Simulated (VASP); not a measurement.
# BP (F-43m) in VASP: further runs

Aim: see how the results for BP move with the level of theory and the settings. Levels: BLYP+D3(BJ), LDA. Tasks: single point, relaxation of cell and atoms.

All numbers are computed with VASP 6.6.1; they aren't measurements. Logs are shortened: lines on timing, memory, paths and dates and some standing lists are left out, and cuts for length are marked.

## 1. The cell of the first run

The structure is cubic, space group F-43m (No. 216). The conventional cell has a = 4.506 Å, b = 4.506 Å, c = 4.506 Å, α = 90.00°, β = 90.00°, γ = 90.00°. P (site symmetry -43m) has 4 B at 1.95 Å within 2.6 Å. B (site symmetry -43m) has 4 P at 1.95 Å within 2.6 Å.

## 2. Single point, BLYP+D3(BJ)

Input file INCAR:

```
  AGGAC = 1.0
  AGGAX = 1.0
  ALDAC = 0.0
  ALDAX = 1.0
  ALGO = Normal
  EDIFF = 1E-6
  ENCUT = 520
  GGA = B5
  ISIF = 2
  ISMEAR = -1
  IVDW = 12
  LASPH = T
  LCHARG = F
  LREAL = F
  LWAVE = F
  NBANDS = 11
  NELM = 60
  PREC = Accurate
  SIGMA = 0.05
  VDW_A1 = 0.4298
  VDW_A2 = 4.2359
  VDW_S6 = 1.0
  VDW_S8 = 2.6996
```

Input file KPOINTS:

```
k-points
0
Gamma
  10 10 10
```

Input file POSCAR:

```
BP
1.0
    0.0000000000      2.2530620726      2.2530620726
    2.2530620726      0.0000000000      2.2530620726
    2.2530620726      2.2530620726      0.0000000000
P B
1 1
Direct
    0.7500000000      0.7500000000      0.7500000000
    0.0000000000      0.0000000000      0.0000000000
```

Potentials or basis: VASP PAW PBE potentials, release 64 (P, B).

Launch:

```
$ cat potpaw_PBE.64/P/POTCAR potpaw_PBE.64/B/POTCAR > POTCAR
$ mpirun -np 1 vasp_std > vasp.out
```

OUTCAR:

```text
EDIFF = 1E-6
   ENCUT = 520
   GGA = B5
   ISIF = 2
   ISMEAR = -1
   IVDW = 12
   LASPH = T
   LREAL = F
   NELM = 60
   PREC = Accurate
 IVDW          = 12

 ion  position               nearest neighbor table
   1  0.750  0.750  0.750-   2 1.95   2 1.95   2 1.95   2 1.95
   2  0.000  0.000  0.000-   1 1.95   1 1.95   1 1.95   1 1.95

  LATTYP: Found a face centered cubic cell.
 ALAT       =     4.5061241452

  Lattice vectors:

 A1 = (   0.0000000000,   2.2530620726,   2.2530620726)
 A2 = (   2.2530620726,   0.0000000000,   2.2530620726)
 A3 = (   2.2530620726,   2.2530620726,   0.0000000000)

Analysis of symmetry for initial positions (statically):
=====================================================================
 Subroutine PRICEL returns:
 Original cell was already a primitive cell.

 Routine SETGRP: Setting up the symmetry group for a
 face centered cubic supercell.

 Subroutine GETGRP returns: Found 24 space group operations
 (whereof 24 operations were pure point group operations)
 out of a pool of 48 trial point group operations.

The static configuration has the point symmetry T_d .

Analysis of symmetry for dynamics (positions and initial velocities):
=====================================================================
 Subroutine PRICEL returns:
 Original cell was already a primitive cell.

 Routine SETGRP: Setting up the symmetry group for a
 face centered cubic supercell.

 Subroutine GETGRP returns: Found 24 space group operations
 (whereof 24 operations were pure point group operations)
 out of a pool of 48 trial point group operations.

The dynamic configuration has the point symmetry T_d .

 Subroutine INISYM returns: Found 24 space group operations
 (whereof 24 operations are pure point group operations),
 and found     1 'primitive' translations

----------------------------------------------------------------------------------------

                                     Primitive cell

  volume of cell :      22.8744

  direct lattice vectors                    reciprocal lattice vectors
     0.000000000  2.253062073  2.253062073    -0.221920206  0.221920206  0.221920206
     2.253062073  0.000000000  2.253062073     0.221920206 -0.221920206  0.221920206
     2.253062073  2.253062073  0.000000000     0.221920206  0.221920206 -0.221920206

  length of vectors
     3.186310940  3.186310940  3.186310940     0.384377073  0.384377073  0.384377073

  position of ions in fractional coordinates (direct lattice)
     0.750000000  0.750000000  0.750000000
     0.000000000  0.000000000  0.000000000

  ion indices of the primitive-cell ions
   primitive index   ion index
                 1           1
                 2           2

----------------------------------------------------------------------------------------

 KPOINTS: k-points

Automatic generation of k-mesh.
 Grid dimensions read from file:
 generate k-points for:   10   10   10

 Generating k-lattice:

  Cartesian coordinates                     Fractional coordinates (reciprocal lattice)
    -0.022192021  0.022192021  0.022192021     0.100000000  0.000000000  0.000000000
     0.022192021 -0.022192021  0.022192021     0.000000000  0.100000000  0.000000000
     0.022192021  0.022192021 -0.022192021     0.000000000  0.000000000  0.100000000

  Length of vectors
     0.038437707  0.038437707  0.038437707

  Shift w.r.t. Gamma in fractional coordinates (k-lattice)
     0.000000000  0.000000000  0.000000000

 Subroutine IBZKPT returns following result:
 ===========================================

 Found     47 irreducible k-points:

 Following reciprocal coordinates:
            Coordinates               Weight
  0.000000  0.000000  0.000000      1.000000
  0.100000  0.000000  0.000000      8.000000
  0.200000  0.000000  0.000000      8.000000
  0.300000  0.000000  0.000000      8.000000
  0.400000  0.000000  0.000000      8.000000
  0.500000  0.000000  0.000000      4.000000
[... 16 lines left out ...]
  0.300000  0.300000  0.000000      6.000000
  0.400000  0.300000  0.000000     24.000000
 [... further k-points ...]
   k-points           NKPTS =     47   k-points in BZ     NKDIM =     47   number of bands    NBANDS=     11
   number of dos      NEDOS =    301   number of ions     NIONS =      2
   total plane-waves  NPLWV =  13824
   dimension x,y,z NGX =    24 NGY =   24 NGZ =   24
   dimension x,y,z NGXF=    48 NGYF=   48 NGZF=   48
   ions per type =               1   1
   NGX,Y,Z   is equivalent  to a cutoff of  12.52, 12.52, 12.52 a.u.
   NGXF,Y,Z  is equivalent  to a cutoff of  25.04, 25.04, 25.04 a.u.
 SYSTEM =  unknown system
   PREC   = accura    normal or accurate (medium, high low for compatibility)
   ISTART =      0    job   : 0-new  1-cont  2-samecut
   ICHARG =      2    charge: 1-file 2-atom 10-const
   ISPIN  =      1    spin polarized calculation?
   LNONCOLLINEAR =      F non collinear calculations
   LSORBIT =      F    spin-orbit coupling
[... 57 lines left out ...]
      3       8.0332      2.00000
      4       8.0332      2.00000
      5      11.6497      0.00000
      6      11.6497      0.00000
      7      11.6497      0.00000
      8      15.8264      0.00000
      9      20.1097      0.00000
     10      20.4886      0.00000
     11      20.4886      0.00000

 k-point     2 :       0.1000    0.0000    0.0000
  band No.  band energies     occupation
      1      -7.2590      2.00000
      2       6.7675      2.00000
      3       7.7475      2.00000
      4       7.7475      2.00000
      5      12.0512      0.00000
      6      12.0512      0.00000
      7      12.0845      0.00000
      8      16.3201      0.00000
      9      19.8203      0.00000
     10      19.8203      0.00000
     11      20.6684      0.00000

 k-point     3 :       0.2000    0.0000    0.0000
  band No.  band energies     occupation
      1      -6.7215      2.00000
      2       4.4453      2.00000
      3       7.1961      2.00000
      4       7.1961      2.00000
      5      12.3222      0.00000
      6      12.7733      0.00000
      7      12.7733      0.00000
      8      17.4494      0.00000
      9      19.2218      0.00000
     10      19.2218      0.00000
     11      21.5197      0.00000

 k-point     4 :       0.3000    0.0000    0.0000
  band No.  band energies     occupation
      1      -5.8588      2.00000
      2       2.0866      2.00000
      3       6.7076      2.00000
      4       6.7076      2.00000
      5      12.2589      0.00000
      6      13.1210      0.00000
      7      13.1210      0.00000
      8      18.3651      0.00000
      9      19.7908      0.00000
     10      19.7908      0.00000
     11      21.7685      0.00000

 k-point     5 :       0.4000    0.0000    0.0000
  band No.  band energies     occupation
      1      -4.7866      2.00000
      2       0.0621      2.00000
      3       6.3959      2.00000
      4       6.3959      2.00000
      5      12.1581      0.00000
      6      13.0675      0.00000
      7      13.0675      0.00000
      8      18.6007      0.00000
      9      21.4838      0.00000
     10      21.4838      0.00000
     11      22.6013      0.00000
[... 211 lines left out ...]
 k-point    21 :      -0.3000    0.2000    0.0000
  band No.  band energies     occupation
      1      -4.5610      2.00000
      2       1.1008      2.00000
      3       3.4334      2.00000
      4       6.1348      2.00000
      5      12.2012      0.00000
      6      14.4123      0.00000
      7      15.2124      0.00000
      8      17.6898      0.00000
      9      18.7339      0.00000
     10      21.0692      0.00000
     11      25.5117      0.00000

 k-point    22 :      -0.2000    0.2000    0.0000
  band No.  band energies     occupation
      1      -5.5653      2.00000
      2       2.8317      2.00000
      3       3.9251      2.00000
      4       6.8038      2.00000
      5      12.7620      0.00000
      6      13.5831      0.00000
      7      14.6514      0.00000
      8      16.7261      0.00000
      9      17.8626      0.00000
     10      22.0326      0.00000
     11      24.2716      0.00000

 k-point    23 :       0.3000    0.3000    0.0000
  band No.  band energies     occupation
      1      -5.3111      2.00000
      2       3.2462      2.00000
      3       4.8457      2.00000
      4       4.8457      2.00000
      5       9.8179      0.00000
      6      12.2772      0.00000
      7      17.1181      0.00000
      8      17.1181      0.00000
      9      21.4275      0.00000
     10      22.7707      0.00000
     11      25.0944      0.00000

 k-point    24 :       0.4000    0.3000    0.0000
  band No.  band energies     occupation
      1      -4.4815      2.00000
      2       1.9157      2.00000
      3       4.0336      2.00000
      4       4.5495      2.00000
      5      10.1087      0.00000
      6      11.9694      0.00000
      7      17.7603      0.00000
      8      17.7604      0.00000
      9      22.3407      0.00000
     10      23.6494      0.00000
     11      25.5703      0.00000

 [... further k-points ...]

------------------------ aborting loop because EDIFF is reached ----------------------------------------

 Edisp (eV)   -1.40091

 E8    (eV) :    -0.9471

  FORCE on cell =-STRESS in cart. coord.  units (eV):
  Direction    XX          YY          ZZ          XY          YZ          ZX
  --------------------------------------------------------------------------------------
  -------------------------------------------------------------------------------------
  Total      -0.03351    -0.03351    -0.03351    -0.00000     0.00000    -0.00000
  in kB      -2.34726    -2.34726    -2.34726    -0.00000     0.00000    -0.00000
  external pressure =       -2.35 kB  Pullay stress =        0.00 kB

 VOLUME and BASIS-vectors are now :
 -----------------------------------------------------------------------------
  energy-cutoff  :      520.00
  volume of cell :       22.87
      direct lattice vectors                 reciprocal lattice vectors
     0.000000000  2.253062073  2.253062073    -0.221920206  0.221920206  0.221920206
     2.253062073  0.000000000  2.253062073     0.221920206 -0.221920206  0.221920206
     2.253062073  2.253062073  0.000000000     0.221920206  0.221920206 -0.221920206

 POSITION                                       TOTAL-FORCE (eV/Angst)
 -----------------------------------------------------------------------------------
      3.37959      3.37959      3.37959         0.000000      0.000000      0.000000
      0.00000      0.00000      0.00000        -0.000000     -0.000000     -0.000000
 -----------------------------------------------------------------------------------
    total drift:                                0.000000      0.000000     -0.000000

  FREE ENERGIE OF THE ION-ELECTRON SYSTEM (eV)
  ---------------------------------------------------
  free  energy   TOTEN  =       -12.9413498361 eV

  energy  without entropy=      -12.9413498322  energy(sigma->0) =      -12.94134983
```

It took 8.6 s on 1 thread of Intel Xeon Platinum 8488C (Sapphire Rapids), shared host; peak memory 0.14 GiB.

What came out:

```
Free energy                : -12.9413 eV
Pressure                   : -0.2 GPa
Band gap on the k mesh     : 1.51 eV, indirect (least direct gap 3.62 eV)
Dispersion energy per atom : -0.700 eV
```

Levels at points of the mesh, in eV from the valence-band top:
| k point | band 1 | band 2 | band 3 | band 4 | band 5 | band 6 | band 7 | band 8 |
| --- | --- | --- | --- | --- | --- | --- | --- | --- |
| (0.00, 0.00, 0.00) | -15.47 | 0.00 | 0.00 | 0.00 | 3.62 | 3.62 | 3.62 | 7.79 |
| (0.50, 0.00, 0.00) | -12.13 | -8.98 | -1.74 | -1.74 | 4.08 | 4.96 | 4.96 | 10.55 |
| (0.50, 0.50, 0.00) | -10.60 | -8.54 | -4.08 | -4.08 | 1.62 | 1.96 | 12.39 | 12.39 |

Caveat: the PAW data sets were made with another functional, which shifts forces and pressure a little. As with any semilocal functional, this BLYP gap is likely too small.

## 3. Relaxation of cell and atoms, LDA

This run uses another cell than the first one, of 11.68 Å³/atom, 1.021 times its volume.

Input file INCAR:

```
PREC     = Accurate       # precision mode
ENCUT    = 600            # plane-wave cutoff, eV
EDIFF    = 1E-6           # SCF threshold, eV
ISMEAR   = -1             # smearing method
SIGMA    = 0.05           # smearing width, eV
LREAL    = False          # projectors in reciprocal space
LASPH    = True           # aspherical terms in the spheres
NELM     = 80             # most SCF steps
ALGO     = Normal         # electronic algorithm
ISIF     = 3              # what is computed and relaxed
LWAVE    = False          # write WAVECAR
LCHARG   = False          # write CHGCAR
GGA      = CA             # functional
IBRION   = 2              # ionic algorithm
NSW      = 80             # ionic steps
EDIFFG   = -0.02          # ionic threshold
```

Input file KPOINTS:

```
regular mesh
0
Gamma
  10 10 10
```

Input file POSCAR:

```
BP
1.0
    0.0000000000      2.2690000000      2.2690000000
    2.2690000000      0.0000000000      2.2690000000
    2.2690000000      2.2690000000      0.0000000000
P B
1 1
Direct
    0.7500000000      0.7500000000      0.7500000000
    0.0000000000      0.0000000000      0.0000000000
```

Potentials or basis: VASP PAW LDA potentials, release 64 (P, B).

Launch:

```
$ cat potpaw_LDA.64/P/POTCAR potpaw_LDA.64/B/POTCAR > POTCAR
$ mpirun -np 1 vasp_std > vasp.out
```

Wall time 13 s (1 thread of Intel Xeon Platinum 8488C (Sapphire Rapids), shared host); peak memory 0.13 GiB.

Results (log left out):

| Item | Value |
| --- | --- |
| Free energy | -14.4013 eV |
| Relaxed volume | 11.31 Å³/atom |
| Relaxed cell | a = 3.175 Å, b = 3.175 Å, c = 3.175 Å, α = 60.00°, β = 60.00°, γ = 60.00° |
| Space group after relaxing (to 0.05 Å) | F-43m (No. 216) |
| Energy gained by relaxing | 6.3 meV/atom |
| Ionic steps | 3 |
| Pressure after relaxing | 0.0 GPa |
| Band gap on the k mesh | 1.15 eV, indirect (least direct gap 3.43 eV) |

Step by step:
```tsv
step	energy change (eV)	largest force (eV/Å)	pressure (GPa)	volume (Å³)
1	0.0000	0.0000	-5.32	23.36
2	-0.0051	0.0000	4.50	22.08
3	-0.0126	0.0000	-0.01	22.63
```

Final structure:
```cif
data_structure
_symmetry_space_group_name_H-M 'P 1'
_symmetry_Int_Tables_number 1
_cell_length_a 3.1747
_cell_length_b 3.1747
_cell_length_c 3.1747
_cell_angle_alpha 60.000
_cell_angle_beta 60.000
_cell_angle_gamma 60.000
_cell_volume 22.63
loop_
_atom_site_label
_atom_site_type_symbol
_atom_site_fract_x
_atom_site_fract_y
_atom_site_fract_z
_atom_site_occupancy
P1 P 0.75000 0.75000 0.75000 1
B1 B 0.00000 0.00000 0.00000 1
```

Levels at points of the mesh, in eV from the valence-band top:
| k point | band 1 | band 2 | band 3 | band 4 | band 5 | band 6 | band 7 | band 8 |
| --- | --- | --- | --- | --- | --- | --- | --- | --- |
| (0.00, 0.00, 0.00) | -15.68 | 0.00 | 0.00 | 0.00 | 3.43 | 3.43 | 3.43 | 7.86 |
| (0.50, 0.00, 0.00) | -12.22 | -9.24 | -1.79 | -1.79 | 3.98 | 4.70 | 4.70 | 10.04 |
| (0.50, 0.50, 0.00) | -10.68 | -8.65 | -4.22 | -4.22 | 1.24 | 1.53 | 12.30 | 12.30 |

## 4. Relaxation of cell and atoms, BLYP+D3(BJ)

This run uses another cell than the first one, of 11.68 Å³/atom, 1.021 times its volume.

Input file INCAR:

```
PREC     = Accurate       # precision mode
ENCUT    = 600            # plane-wave cutoff, eV
EDIFF    = 1E-6           # SCF threshold, eV
ISMEAR   = -1             # smearing method
SIGMA    = 0.05           # smearing width, eV
LREAL    = F              # projectors in reciprocal space
LASPH    = T              # aspherical terms in the spheres
NELM     = 80             # most SCF steps
ALGO     = Normal         # electronic algorithm
ISIF     = 3              # what is computed and relaxed
LWAVE    = F              # write WAVECAR
LCHARG   = F              # write CHGCAR
GGA      = B5             # functional
ALDAX    = 1.0          
AGGAX    = 1.0          
AGGAC    = 1.0          
ALDAC    = 0.0          
IVDW     = 12             # dispersion correction
VDW_S6   = 1.0          
VDW_S8   = 2.6996       
VDW_A1   = 0.4298       
VDW_A2   = 4.2359       
IBRION   = 2              # ionic algorithm
NSW      = 80             # ionic steps
EDIFFG   = -0.02          # ionic threshold
```

KPOINTS is that of step 3.

POSCAR is that of step 3.

Potentials or basis: VASP PAW PBE potentials, release 64 (P, B).

Launch:

```
$ cat potpaw_PBE.64/P/POTCAR potpaw_PBE.64/B/POTCAR > POTCAR
$ mpirun -np 1 vasp_std > vasp.out
```

Run time: 26 s. Hardware: 1 thread of Intel Xeon Platinum 8488C (Sapphire Rapids), shared host; peak memory 0.16 GiB.

The run converged. Its results:

```
Free energy                            : -12.9430 eV
Relaxed volume                         : 11.42 Å³/atom
Relaxed cell                           : a = 3.185 Å, b = 3.185 Å, c = 3.185 Å, α = 60.00°, β = 60.00°, γ = 60.00°
Space group after relaxing (to 0.05 Å) : F-43m (No. 216)
Energy gained by relaxing              : 3.0 meV/atom
Ionic steps                            : 3
Pressure after relaxing                : 0.0 GPa
Band gap on the k mesh                 : 1.51 eV, indirect (least direct gap 3.62 eV)
Dispersion energy per atom             : -0.701 eV
```

The path:
```
step  energy change (eV)  largest force (eV/Å)  pressure (GPa)  volume (Å³)
   1              0.0000                0.0000           -3.61        23.36
   2             -0.0029                0.0000            2.73        22.48
   3             -0.0060                0.0000            0.00        22.84
```

Final structure:
```yaml
crystal:
  lattice:
    - [0.00000, 2.25205, 2.25205]
    - [2.25205, 0.00000, 2.25205]
    - [2.25205, 2.25205, 0.00000]
  atoms:
    - { symbol: P, position: [0.75000, 0.75000, 0.75000] }
    - { symbol: B, position: [0.00000, 0.00000, 0.00000] }
```

Levels at points of the mesh, in eV from the valence-band top:
| k point | band 1 | band 2 | band 3 | band 4 | band 5 | band 6 | band 7 | band 8 |
| --- | --- | --- | --- | --- | --- | --- | --- | --- |
| (0.00, 0.00, 0.00) | -15.49 | 0.00 | 0.00 | 0.00 | 3.62 | 3.62 | 3.62 | 7.81 |
| (0.50, 0.00, 0.00) | -12.14 | -8.99 | -1.74 | -1.74 | 4.09 | 4.96 | 4.96 | 10.56 |
| (0.50, 0.50, 0.00) | -10.60 | -8.55 | -4.09 | -4.09 | 1.61 | 1.96 | 12.40 | 12.40 |

Caveat: the PAW data sets were made with another functional, which shifts forces and pressure a little. A k mesh can miss the band edges.

## 5. Summary

```csv
task,level,potentials or basis,cell,cutoff (eV),gap on the mesh (eV),pressure (GPa),relaxed volume (Å³/atom)
single point,BLYP+D3(BJ),"VASP PAW PBE potentials, release 64 (P, B)","a = 3.186 Å, angles 60.0°, 2 atoms",520,1.51,-0.2,-
relaxation of cell and atoms,LDA,"VASP PAW LDA potentials, release 64 (P, B)","relaxed from a = 3.209 Å, angles 60.0°, 2 atoms",600,1.15,0.0,11.31
relaxation of cell and atoms,BLYP+D3(BJ),"VASP PAW PBE potentials, release 64 (P, B)","relaxed from a = 3.209 Å, angles 60.0°, 2 atoms",600,1.51,0.0,11.42
```

Alike in all rows: no spin polarisation; k mesh 10 × 10 × 10; smearing fermi-dirac 0.05 eV.

Caveats: the PAW data sets were made with another functional, which shifts forces and pressure a little (some runs).

Total energies depend on the potentials used, so only differences within one code and one set of settings carry meaning.
